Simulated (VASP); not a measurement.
# I (Im-3m) in VASP: elastic constants with PBEsol

Aim: the elastic constants of I with PBEsol.

Program: VASP 6.6.1. These are calculated values, not measurements. Logs are shortened: lines on timing, memory, paths and dates and some standing lists are left out, and cuts for length are marked.

### 1 The cell of the first run

The structure is cubic, space group Im-3m (No. 229). Conventional cell: a = 4.025 Å, b = 4.025 Å, c = 4.025 Å, α = 90.00°, β = 90.00°, γ = 90.00°. Within 4.6 Å of I (site symmetry m-3m) lie 14 I at 3.49 to 4.02 Å.

### 2 Elastic constants, PBEsol

Contents of INCAR:

```
SYSTEM = I
PREC = Accurate
ENCUT = 600
EDIFF = 1E-8
ISMEAR = 1
SIGMA = 0.1
LREAL = .False.
LASPH = .True.
NELM = 80
ALGO = Normal
ISIF = 3
LWAVE = .False.
LCHARG = .False.
GGA = PS
NBANDS = 10
IBRION = 6
NFREE = 2
POTIM = 0.015
NSW = 1
```

Contents of KPOINTS:

```
Automatic mesh
0
Gamma
  15 15 15
  0 0 0
```

Contents of POSCAR:

```
I
1.0
   -2.0123036044      2.0123036044      2.0123036044
    2.0123036044     -2.0123036044      2.0123036044
    2.0123036044      2.0123036044     -2.0123036044
I
1
Direct
    0.0000000000      0.0000000000      0.0000000000
```

Potentials or basis: VASP PAW PBE potentials, release 64 (I).

Run with:

```sh
$ cat potpaw_PBE.64/I/POTCAR > POTCAR
$ mpirun -np 1 vasp_std > vasp.out
```

OUTCAR:

```text
SYSTEM = I
   PREC = Accurate
   ENCUT = 600
   EDIFF = 1E-8
   ISMEAR = 1
   LREAL = .False.
   LASPH = .True.
   NELM = 80
   ISIF = 3
   GGA = PS
   IBRION = 6
   NFREE = 2
   POTIM = 0.015
   NSW = 1

 ion  position               nearest neighbor table
   1  0.000  0.000  0.000-

  LATTYP: Found a body centered cubic cell.
 ALAT       =     4.0246072088

  Lattice vectors:

 A1 = (  -2.0123036044,   2.0123036044,   2.0123036044)
 A2 = (   2.0123036044,  -2.0123036044,   2.0123036044)
 A3 = (   2.0123036044,   2.0123036044,  -2.0123036044)

Analysis of symmetry for initial positions (statically):
=====================================================================
 Subroutine PRICEL returns:
 Original cell was already a primitive cell.

 Routine SETGRP: Setting up the symmetry group for a
 body centered cubic supercell.

 Subroutine GETGRP returns: Found 48 space group operations
 (whereof 48 operations were pure point group operations)
 out of a pool of 48 trial point group operations.

The static configuration has the point symmetry O_h .

Analysis of symmetry for dynamics (positions and initial velocities):
=====================================================================
 Subroutine PRICEL returns:
 Original cell was already a primitive cell.

 Routine SETGRP: Setting up the symmetry group for a
 body centered cubic supercell.

 Subroutine GETGRP returns: Found 48 space group operations
 (whereof 48 operations were pure point group operations)
 out of a pool of 48 trial point group operations.

The dynamic configuration has the point symmetry O_h .

 Subroutine INISYM returns: Found 48 space group operations
 (whereof 48 operations are pure point group operations),
 and found     1 'primitive' translations

----------------------------------------------------------------------------------------

                                     Primitive cell

  volume of cell :      32.5942

  direct lattice vectors                    reciprocal lattice vectors
    -2.012303604  2.012303604  2.012303604     0.000000000  0.248471453  0.248471453
     2.012303604 -2.012303604  2.012303604     0.248471453  0.000000000  0.248471453
     2.012303604  2.012303604 -2.012303604     0.248471453  0.248471453  0.000000000

  length of vectors
     3.485412083  3.485412083  3.485412083     0.351391698  0.351391698  0.351391698

  position of ions in fractional coordinates (direct lattice)
     0.000000000  0.000000000  0.000000000

  ion indices of the primitive-cell ions
   primitive index   ion index
                 1           1

----------------------------------------------------------------------------------------

 KPOINTS: Automatic mesh

Automatic generation of k-mesh.
 Grid dimensions read from file:
 generate k-points for:   15   15   15

 Generating k-lattice:

  Cartesian coordinates                     Fractional coordinates (reciprocal lattice)
     0.000000000  0.016564764  0.016564764     0.066666667  0.000000000  0.000000000
     0.016564764  0.000000000  0.016564764     0.000000000  0.066666667  0.000000000
     0.016564764  0.016564764  0.000000000     0.000000000  0.000000000  0.066666667

  Length of vectors
     0.023426113  0.023426113  0.023426113

  Shift w.r.t. Gamma in fractional coordinates (k-lattice)
     0.000000000  0.000000000  0.000000000

 Subroutine IBZKPT returns following result:
 ===========================================
[... 88 lines left out ...]

 number of electron       6.9999999 magnetization

 Free energy of the ion-electron system (eV)
  ---------------------------------------------------
  ext. energy  EPLUGINS =         0.00000000
  ---------------------------------------------------
  free energy    TOTEN  =        -1.38341078 eV

  energy without entropy =       -1.38379797  energy(sigma->0) =       -1.38353984

------------------------ aborting loop because EDIFF is reached ----------------------------------------

  FORCE on cell =-STRESS in cart. coord.  units (eV):
  Direction    XX          YY          ZZ          XY          YZ          ZX
  --------------------------------------------------------------------------------------
  -------------------------------------------------------------------------------------
  Total       -0.0013528     -0.0013528     -0.0013528      0.0000000      0.0000000     -0.0000000
  in kB       -0.0664952     -0.0664952     -0.0664952      0.0000000      0.0000000     -0.0000000
  external PRESSURE =      -0.0664952 kB  Pullay stress =       0.0000000 kB
[... 86 lines left out ...]
  FREE ENERGIE OF THE ION-ELECTRON SYSTEM (eV)
  ---------------------------------------------------
  free  energy   TOTEN  =        -1.3826180220 eV

  energy  without entropy=       -1.3828994331  energy(sigma->0) =       -1.38271183

[... ionic steps 4 to 12 ...]

--------------------------------------- Ionic step       13  -------------------------------------------

 number of electron       6.9999999 magnetization

------------------------ aborting loop because EDIFF is reached ----------------------------------------
[... 65 lines left out ...]
--------------------------------------- Ionic step       15  -------------------------------------------

 number of electron       6.9999999 magnetization

 Free energy of the ion-electron system (eV)
  ---------------------------------------------------
  ext. energy  EPLUGINS =         0.00000000
  ---------------------------------------------------
  free energy    TOTEN  =        -1.38341121 eV

  energy without entropy =       -1.38379839  energy(sigma->0) =       -1.38354027

 E-fermi :   5.4791     XC(G=0):  -9.5979

 val. band max:        5.4312267746   @ k =   0.3333   0.2000  -0.0000
 cond. band min:       5.5061046357   @ k =   0.4000   0.0667   0.0667
 fundamental gap:      0.0748778611
 Fermi energy:         5.4790988362

 k-point     1 :       0.0000    0.0000    0.0000
  band No.  band energies     occupation
      1      -8.6229      2.00000
      2       6.4522     -0.00000
      3       6.4522     -0.00000
      4       6.4522     -0.00000
      5      12.7364      0.00000
      6      15.1842      0.00000
      7      15.1842      0.00000
      8      15.1842      0.00000
      9      17.4989      0.00000
     10      17.4989      0.00000
[... 287 lines left out ...]
 k-point    24 :       0.4000    0.2000    0.0000
  band No.  band energies     occupation
      1      -6.6581      2.00000
      2       0.7600      2.00000
      3       2.9932      2.00000
      4       5.4018      1.96544
      5      12.1203      0.00000
      6      14.0681      0.00000
      7      16.7523      0.00000
      8      17.2978      0.00000
      9      21.2126      0.00000
     10      21.9313      0.00000

 [... further k-points ...]
[... 5 lines left out ...]
  --------------------------------------------------------------------------------------
  -------------------------------------------------------------------------------------
  Total       -0.0012512     -0.0012512     -0.0012512      0.0000000     -0.0000000      0.0000000
  in kB       -0.0615035     -0.0615035     -0.0615035      0.0000000     -0.0000000      0.0000000
  external PRESSURE =      -0.0615035 kB  Pullay stress =       0.0000000 kB
[... 16 lines left out ...]
  FREE ENERGIE OF THE ION-ELECTRON SYSTEM (eV)
  ---------------------------------------------------
  free  energy   TOTEN  =        -1.3834112098 eV

  energy  without entropy=       -1.3837983907  energy(sigma->0) =       -1.38354027

 INTERNAL STRAIN TENSORS FROM STRAINED CELLS
 ============================================

 INTERNAL STRAIN TENSOR FOR ION    1 for displacements in x,y,z  (eV/Angst):
          X           Y           Z          XY          YZ          ZX
  --------------------------------------------------------------------------------
  x     0.00000     0.00000     0.00000    -0.00000    -0.00000    -0.00000
  y    -0.00000     0.00000     0.00000     0.00000    -0.00000     0.00000
  z    -0.00000    -0.00000    -0.00000     0.00000    -0.00000    -0.00000

 INTERNAL STRAIN TENSORS FROM DISPLACED ATOMS
 ============================================

 INTERNAL STRAIN TENSOR FOR ION    1 for displacements in x,y,z  (eV/Angst):
          X           Y           Z          XY          YZ          ZX
  --------------------------------------------------------------------------------
  x     0.00000     0.00000     0.00000     0.00000     0.00000     0.00000
  y     0.00000     0.00000     0.00000     0.00000     0.00000     0.00000
  z     0.00000     0.00000     0.00000     0.00000     0.00000     0.00000

 Eigenvectors and eigenvalues of the dynamical matrix
 ----------------------------------------------------

   1 f  =    0.000000 THz     0.000000 2PiTHz    0.000000 cm-1     0.000000 meV
             X         Y         Z           dx          dy          dz
      0.000000  0.000000  0.000000     0.090536   -0.995893    0.000000

   2 f  =    0.000000 THz     0.000000 2PiTHz    0.000000 cm-1     0.000000 meV
             X         Y         Z           dx          dy          dz
      0.000000  0.000000  0.000000    -0.995893   -0.090536    0.000000

   3 f  =    0.000000 THz     0.000000 2PiTHz    0.000000 cm-1     0.000000 meV
             X         Y         Z           dx          dy          dz
      0.000000  0.000000  0.000000     0.000000    0.000000    1.000000

--------------------------------------------------------------------------------------------------------

 ELASTIC MODULI CONTR FROM IONIC RELAXATION (kBar)
 Direction    XX          YY          ZZ          XY          YZ          ZX
 --------------------------------------------------------------------------------
 XX           0.0000      0.0000      0.0000      0.0000      0.0000      0.0000
 YY           0.0000      0.0000      0.0000      0.0000      0.0000      0.0000
 ZZ           0.0000      0.0000      0.0000      0.0000      0.0000      0.0000
 XY           0.0000      0.0000      0.0000      0.0000      0.0000      0.0000
 YZ           0.0000      0.0000      0.0000      0.0000      0.0000      0.0000
 ZX           0.0000      0.0000      0.0000      0.0000      0.0000      0.0000
 --------------------------------------------------------------------------------

 TOTAL ELASTIC MODULI (kBar)
 Direction    XX          YY          ZZ          XY          YZ          ZX
 --------------------------------------------------------------------------------
 XX         329.0537    337.6954    337.6954     -0.0000      0.0000      0.0000
 YY         337.6954    329.0537    337.6954      0.0000     -0.0000      0.0000
 ZZ         337.6954    337.6954    329.0537      0.0000     -0.0000      0.0000
 XY          -0.0000      0.0000      0.0000   -753.8467      0.0000      0.0000
 YZ           0.0000     -0.0000     -0.0000      0.0000   -753.8467      0.0000
 ZX           0.0000      0.0000      0.0000      0.0000      0.0000   -753.8467
 --------------------------------------------------------------------------------
```

It took 18 min on 1 thread of AMD EPYC 9R45 (Zen 5), shared host; peak memory 0.6 GiB.

What came out:

| Quantity | Value |
| --- | --- |
| Elastic constants C11, C12, C44 | 33, 34, -75 GPa |
| Voigt bulk modulus | 33 GPa |

Elastic tensor in Voigt notation (GPa, in the Cartesian axes of the cell as first typed):
```
 33  34  34   0   0   0
 34  33  34   0   0   0
 34  34  33   0   0   0
  0   0   0 -75   0   0
  0   0   0   0 -75   0
  0   0   0   0   0 -75
```

Clamped-ion elastic tensor (GPa):
```
 33  34  34   0   0   0
 34  33  34   0   0   0
 34  34  33   0   0   0
  0   0   0 -75   0   0
  0   0   0   0 -75   0
  0   0   0   0   0 -75
```

Caveat: the elastic tensor has a negative eigenvalue, so either the cell is unstable as it stands or the mesh is too thin; the PAW data sets were made with another functional, which shifts forces and pressure a little; spin-orbit coupling is left out, which moves the levels of the heavy elements.
